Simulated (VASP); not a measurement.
Write the native input for VASP 6.6.1 that does the following.

* Task: single point
* Functional: PBE
* Potentials or basis: VASP PAW PBE potentials, release 64 (Ta_pv, F)
* Cutoff: 520 eV
* k mesh: 12 × 12 × 12
* Occupations: gaussian, width 0.15 eV
* Spin: no spin polarisation
* Dipole correction: no
* Further INCAR settings: ALGO = Normal; EDIFF = 1e-07; NBANDS = 24

The structure of TaF3 lies in POSCAR:

```
TaF3
1.0
    3.8426820000      0.0000000000      0.0000000000
    0.0000000000      3.8426820000      0.0000000000
    0.0000000000      0.0000000000      3.9597180000
Ta F
1 3
Direct
    0.0000000000      0.0000000000      0.0000000000
    0.5000000000      0.0000000000      0.0000000000
    0.0000000000      0.5000000000      0.0000000000
    0.0000000000      0.0000000000      0.5000000000
```

This cell differs from its parent crystal: strain -0.015 along x and y, +0.015 along z.

One way to write it, as run:

INCAR

```
SYSTEM = TaF3
ALGO     = Normal         ! electronic algorithm
EDIFF    = 1E-7           ! SCF threshold, eV
ENCUT    = 520            ! plane-wave cutoff, eV
GGA      = PE             ! functional
ISIF     = 2              ! what is computed and relaxed
ISMEAR   = 0              ! smearing method
LASPH    = .True.         ! aspherical terms in the spheres
LCHARG   = .True.         ! write CHGCAR
LELF     = .True.         ! ELF
LREAL    = .False.        ! projectors in reciprocal space
LVHAR    = .True.       
LWAVE    = .False.        ! write WAVECAR
NBANDS   = 24             ! bands
NELM     = 60             ! most SCF steps
PREC     = Accurate       ! precision mode
SIGMA    = 0.15           ! smearing width, eV
```

KPOINTS

```
k-points
0
Gamma
  12 12 12
  0 0 0
```

Potentials or basis: VASP PAW PBE potentials, release 64 (Ta_pv, F).

The run is started by

```sh
$ cat potpaw_PBE.64/Ta_pv/POTCAR potpaw_PBE.64/F/POTCAR > POTCAR
$ mpirun -np 1 vasp_std > vasp.out
```

Results of the run:

```yaml
Pressure: 29.7 GPa
Band_gap_on_the_k_mesh: zero (bands 16 and 17 overlap by 3.05 eV)
```

Caveat: the cell differs from its parent crystal (strain -0.015 along x and y, +0.015 along z); the cell stands under pressure; spin-orbit coupling is left out, which moves the levels of the heavy elements.

Run time: 6.8 min on 1 thread of Intel(R) Xeon(R) Platinum 8259CL CPU @ 2.50GHz (Skylake/Cascade Lake), on a shared host, peak memory 0.34 GiB.
